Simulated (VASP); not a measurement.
Set up this calculation in VASP 6.6.1, as the native input.

```yaml
Task: relaxation of cell and atoms
Functional: PBE
Potentials_or_basis: VASP PAW PBE potentials, release 64 (Mg, O)
Cutoff: 600 eV
k_mesh: 10 × 10 × 4
Occupations: gaussian, width 0.1 eV
Spin: no spin polarisation
Dipole_correction: no
Further_INCAR_settings: ALGO = Normal; EDIFF = 1e-07; IBRION = 2; EDIFFG = -0.01; NSW = 100; ISIF = 3
```

The structure of Mg2O lies in POSCAR:

```
Mg2O
1.0
    3.0479281956      0.0000000000      0.0000000000
    0.0000000000      3.0479281956      0.0000000000
    0.0000000000      0.0000000000      8.9550534089
Mg O
4 2
Direct
    0.5000000000      0.0000000000      0.1183405525
    0.0000000000      0.5000000000      0.8816594475
    0.0000000000      0.5000000000      0.3748552781
    0.5000000000      0.0000000000      0.6251447219
    0.5000000000      0.0000000000      0.8812472425
    0.0000000000      0.5000000000      0.1187527575
```

These files were run (other wordings do the same):

INCAR

```
SYSTEM = Mg2O
PREC = Accurate
ENCUT = 600
EDIFF = 1E-7
ISMEAR = 0
SIGMA = 0.1
LREAL = .FALSE.
LASPH = .TRUE.
NELM = 80
ALGO = Normal
ISIF = 3
LWAVE = .FALSE.
LCHARG = .FALSE.
GGA = PE
IBRION = 2
NSW = 100
EDIFFG = -0.01
```

KPOINTS

```
regular mesh
0
G
  10 10 4
  0 0 0
```

Potentials or basis: VASP PAW PBE potentials, release 64 (Mg, O).

Command:

```sh
$ cat potpaw_PBE.64/Mg/POTCAR potpaw_PBE.64/O/POTCAR > POTCAR
$ mpirun -np 1 vasp_std > vasp.out
```

It gave:

```
Relaxed volume                        : 13.64 Å³/atom
Relaxed cell                          : a = 3.042 Å, b = 3.042 Å, c = 8.846 Å, α = 90.00°, β = 90.00°, γ = 90.00°
Space group after relaxing (to 0.1 Å) : P4/nmm (No. 129)
Energy gained by relaxing             : 1.0 meV/atom
Ionic steps                           : 7
Pressure after relaxing               : 0.0 GPa
Largest force after relaxing          : 0.008 eV/Å
Band gap on the k mesh                : zero (bands 10 and 11 overlap by 1.19 eV)
```

Run time: 3.4 min on 1 thread of Intel Xeon 8259CL (shared host), peak memory 0.26 GiB.
